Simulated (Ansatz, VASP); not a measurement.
## Cd in VASP and in Ansatz

INCAR

```
PREC = Accurate
ENCUT = 400
EDIFF = 1E-8
ISMEAR = -1
SIGMA = 0.05
LREAL = F
LASPH = T
NELM = 120
ALGO = Normal
ISIF = 2
LWAVE = F
LCHARG = F
GGA = PE
LEFG = T
NBANDS = 19
GGA_COMPAT = F
```

The input KPOINTS:

```
Automatic mesh
0
Gamma
  16 16 7
```

File POSCAR:

```
Cd
1.0
    3.0372966056      0.0000000000      0.0000000000
   -1.5186483028      2.6303760192      0.0000000000
    0.0000000000      0.0000000000      5.7278279719
Cd
2
Direct
    0.3333333333      0.6666666667      0.2500000000
    0.6666666667      0.3333333333      0.7500000000
```

Input for Ansatz:

```yaml
crystal:
  lattice:
    - [3.0372966056, 0.0, 0.0]
    - [-1.5186483028, 2.6303760192, 0.0]
    - [0.0, 0.0, 5.7278279719]
  atoms:
    - { symbol: Cd, position: [0.3333333333, 0.6666666667, 0.25] }
    - { symbol: Cd, position: [0.6666666667, 0.3333333333, 0.75] }
kpoints:
  mp_grid: { grid: [16, 16, 7] }
scf:
  occupations: { method: fermi_dirac, width: 0.05 }
hamiltonian:
  xc: pbe
  pseudopotentials: { kind: all_electron, datasets: crystal }
output:
  forces: true
  stress: true
  eigenvalues: true
  efg: { contact_densities: true }
```

Change from the starting cell: volume scaled by 1.06, crystal datasets.

Alike in both runs: task electric field gradients; functional PBE; k mesh 16 × 16 × 7; occupations fermi-dirac, width 0.05 eV; no spin polarisation.

```csv
,VASP,Ansatz
version,VASP 6.6.1,Ansatz 0.2.0
potentials or method,"VASP PAW PBE potentials, release 64 (Cd), cutoff 400 eV","all-electron PAW with datasets made for the crystal, scalar-relativistic"
```

VASP gave:

- pressure (GPa): -0.8
- traceless stress, the component that is largest in VASP (GPa): -0.16
- size of Vzz on the site where it differs most (V/Å²): 71.7

Problem. Which values does Ansatz return?

Solution. Pressure (GPa): -0.2; traceless stress, the component that is largest in VASP (GPa): -0.05; size of Vzz on the site where it differs most (V/Å²): 68.4.

Ansatz ran all-electron here, and VASP with PAW potentials.
